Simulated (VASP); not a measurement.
Input of a VASP 6.6.1 run:

File INCAR:

```
SYSTEM = Sb
PREC = Accurate
ENCUT = 500
EDIFF = 1E-6
ISMEAR = -1
SIGMA = 0.1
LREAL = .FALSE.
LASPH = .TRUE.
NELM = 120
ALGO = Normal
ISIF = 2
LWAVE = .FALSE.
LCHARG = .TRUE.
GGA = CA
LELF = .TRUE.
LVHAR = .TRUE.
NBANDS = 8
GGA_COMPAT = .FALSE.
```

Contents of KPOINTS:

```
regular mesh
0
G
  15 15 15
  0 0 0
```

POSCAR

```
Sb
1.0
    0.0000000000      1.7270435996      1.7270435996
    1.7270435996      0.0000000000      1.7270435996
    1.7270435996      1.7270435996      0.0000000000
Sb
1
Direct
    0.0000000000      0.0000000000      0.0000000000
```

Potentials or basis: VASP PAW LDA potentials, release 64 (Sb).

Run with:

```console
$ cat potpaw_LDA.64/Sb/POTCAR > POTCAR
$ mpirun -np 1 vasp_std > vasp.out
```

Q: Predict the pressure.

A: 556.8 GPa.
